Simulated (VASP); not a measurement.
Runs of VASP 6.6.1 on Na. The structure is that of space group Fm-3m (No. 225), or close to it. The cells are those of the table. 

| task | cell | k mesh | cutoff (eV) | gap on the mesh (eV) | pressure (GPa) |
| --- | --- | --- | --- | --- | --- |
| single point | a = 3.618 Å, angles 60.0°, 1 atom | 10 × 10 × 10 | 520 | none | (a) |
| single point | a = 3.467 Å, angles 60.0°, 1 atom | 12 × 12 × 12 | 520 | none | 1.4 |
| single point | a = 3.666 Å, angles 60.0°, 1 atom | 12 × 12 × 12 | 520 | none | -0.4 |
| single point | a = 3.569 Å, angles 60.0°, 1 atom | 12 × 12 × 12 | 520 | none | (b) |
| relaxation of cell and atoms | relaxed from a = 3.764 Å, angles 60.0°, 1 atom | 10 × 10 × 10 | 600 | none | 0.0 |
| single point | a = 3.618 Å, angles 60.0°, 1 atom | 12 × 12 × 12 | 520 | none | 0.0 |
| single point | a = 3.712 Å, angles 60.0°, 1 atom | 12 × 12 × 12 | 520 | none | -0.6 |
| single point | a = 3.757 Å, angles 60.0°, 1 atom | 12 × 12 × 12 | 520 | none | -0.9 |

Alike in all rows: level LDA; potentials or basis VASP PAW LDA potentials, release 64 (Na_pv); no spin polarisation; smearing fermi-dirac 0.1 eV.

Q: Fill in the values left out.

A: (a) -0.1; (b) 0.3.

A gap of «none» marks levels without a gap at the run's occupations.
